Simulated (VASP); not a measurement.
HoNbSe3: relaxation of cell and atoms with PBE

The system is HoNbSe3.

```xyz
5
Lattice="4.1692 0.0000 0.0000 0.0000 4.1692 0.0000 0.0000 0.0000 9.7425" Properties=species:S:1:pos:R:3 pbc="T T T"
Ho    0.0000    0.0000    0.0000
Nb    2.0846    2.0846    0.0000
Se    2.0846    2.0846    7.3566
Se    2.0846    2.0846    2.3859
Se    2.0846    2.0846    4.8713
```

The cell was generated, and may not be a known phase.

| Property | Result |
| --- | --- |
| Program | VASP 6.6.1 |
| Task | relaxation of cell and atoms |
| Functional | PBE |
| Potentials or basis | VASP PAW PBE potentials, release 64 (Ho_3, Nb_sv, Se), 4f in core |
| Cutoff | 500 eV |
| k mesh | 10 × 10 × 4 |
| Occupations | gaussian, width 0.1 eV |
| Spin | no spin polarisation |
| Dipole correction | no |
| Further INCAR settings | ALGO = Normal; EDIFF = 1e-07; IBRION = 2; EDIFFG = -0.01; NSW = 100; ISIF = 3 |

```json
{"Relaxed volume": "34.18 Å³/atom", "Relaxed cell": "a = 4.190 Å, b = 4.190 Å, c = 9.734 Å, α = 90.00°, β = 90.00°, γ = 90.00°", "Space group after relaxing (to 0.1 Å)": "P4/mmm (No. 123)", "Energy gained by relaxing": "0.4 meV/atom", "Ionic steps": "5", "Pressure after relaxing": "0.0 GPa", "Band gap on the k mesh": "zero (bands 20 and 21 overlap by 1.04 eV)"}
```

The path:
```tsv
step	energy change (eV)	largest force (eV/Å)	pressure (GPa)	volume (Å³)
1	0.0000	0.0301	0.14	169.34
2	-0.0013	0.0460	0.24	170.09
3	-0.0013	0.0328	0.22	169.96
4	-0.0017	0.0186	-0.13	171.45
5	-0.0019	0.0000	0.00	170.90
```

Final structure:
```xyz
5
Lattice="4.1901 0.0000 0.0000 0.0000 4.1901 0.0000 0.0000 0.0000 9.7342" Properties=species:S:1:pos:R:3 pbc="T T T"
Ho    0.0000    0.0000    9.7342
Nb    2.0950    2.0950    9.7342
Se    2.0950    2.0950    7.3512
Se    2.0950    2.0950    2.3830
Se    2.0950    2.0950    4.8671
```

Levels at points of the mesh, in eV from the Fermi level:
```tsv
k point	band 17	band 18	band 19	band 20	band 21	band 22	band 23	band 24
(0.00, 0.00, 0.00)	-1.92	-1.92	-1.30	0.30	0.30	1.58	1.58	1.84
(0.50, 0.00, 0.00)	-1.52	-0.88	0.31	0.50	0.63	1.14	1.48	1.54
(0.50, 0.50, 0.00)	-1.32	-0.94	-0.82	-0.82	0.80	0.80	1.55	1.92
(0.00, 0.00, 0.50)	-1.39	-1.33	-1.30	-0.45	-0.45	1.32	1.89	2.17
(0.50, 0.00, 0.50)	-1.32	-0.88	-0.21	0.06	0.63	1.14	1.77	1.96
(0.50, 0.50, 0.50)	-1.47	-1.32	-0.95	-0.94	1.53	1.53	1.55	1.55
```

Wall time 22 min on 1 thread of Intel(R) Xeon(R) Platinum 8488C (Sapphire Rapids), on a shared host, peak memory 0.43 GiB.

Caveat: spin-orbit coupling is left out, which moves the levels of the heavy elements; the 4f electrons are frozen in the core, so they carry no moment and show no levels; the run has no spin polarisation, though such a crystal can be magnetic. Spin polarisation is off, so any magnetic state and its effect on volume and gap are missing.
